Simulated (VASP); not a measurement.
Here is a VASP 6.6.1 calculation.

The input INCAR:

```
PREC     = Accurate       # precision mode
ENCUT    = 520            # plane-wave cutoff, eV
EDIFF    = 1E-7           # SCF threshold, eV
ISMEAR   = 0              # smearing method
SIGMA    = 0.02           # smearing width, eV
LREAL    = False          # projectors in reciprocal space
LASPH    = True           # aspherical terms in the spheres
NELM     = 60             # most SCF steps
ALGO     = Normal         # electronic algorithm
ISIF     = 2              # what is computed and relaxed
LWAVE    = False          # write WAVECAR
LCHARG   = False          # write CHGCAR
GGA      = PS             # functional
NBANDS   = 28             # bands
```

KPOINTS

```
Automatic mesh
0
Gamma
  6 6 6
```

Contents of POSCAR:

```
BaTiO3
1.0
    2.8193782869      1.6423719920      2.2963980085
   -2.8265732902      1.6079329908      2.3294340357
   -0.0334225516     -3.2905616540      2.3412718630
Ba Ti O
1 1 3
Direct
    0.0026354493      0.0148621033      0.0353983570
    0.5181817518      0.5016307606      0.5229100921
    0.4831800789      0.4750976295      0.9688660862
    0.4779043671      0.9706272881      0.4676554668
    1.0205296430      0.4990537475      0.4955453533
```

Potentials or basis: VASP PAW PBE potentials, release 64 (Ba_sv, Ti_sv, O).

Run with:

```bash
$ cat potpaw_PBE.64/Ba_sv/POTCAR potpaw_PBE.64/Ti_sv/POTCAR potpaw_PBE.64/O/POTCAR > POTCAR
$ mpirun -np 1 vasp_std > vasp.out
```

(1) Predict the pressure.

(2) Estimate the band gap on the k mesh.

Answers

(1) 1.8 GPa.

(2) 2.09 eV (least direct gap 2.46 eV).

Caveat: the PAW data sets were made with another functional, which shifts forces and pressure a little; spin-orbit coupling is left out, which moves the levels of the heavy elements.
